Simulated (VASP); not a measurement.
A run of VASP 6.6.1 is set up as follows.

The input INCAR:

```
SYSTEM = SnSe
  ALGO = Normal
  EDIFF = 1E-6
  ENCUT = 520
  GGA = RE
  ISIF = 2
  ISMEAR = -1
  IVDW = 12
  LASPH = .True.
  LCHARG = .True.
  LELF = .True.
  LREAL = .False.
  LVHAR = .True.
  LWAVE = .False.
  NBANDS = 17
  NELM = 80
  PREC = Accurate
  SIGMA = 0.05
```

Contents of KPOINTS:

```
k-points
0
Gamma
  8 8 8
  0 0 0
```

The input POSCAR:

```
SnSe
1.0
    0.0000000000      2.9709123325      2.9709123325
    2.9709123325      0.0000000000      2.9709123325
    2.9709123325      2.9709123325      0.0000000000
Sn Se
1 1
Direct
    0.0000000000      0.0000000000      0.0000000000
    0.5000000000      0.5000000000      0.5000000000
```

Potentials or basis: VASP PAW PBE potentials, release 64 (Sn_d, Se).

Run with:

```sh
$ cat potpaw_PBE.64/Sn_d/POTCAR potpaw_PBE.64/Se/POTCAR > POTCAR
$ mpirun -np 1 vasp_std > vasp.out
```

(1) Predict the pressure.

(2) Estimate the band gap on the k mesh.

(3) What does it give for the dispersion energy per atom?

Results:

(1) 0.0 GPa.

(2) 0.71 eV, indirect (least direct gap 0.74 eV).

(3) -0.698 eV.

Caveat: the PAW data sets were made with another functional, which shifts forces and pressure a little; spin-orbit coupling is left out, which moves the levels of the heavy elements.
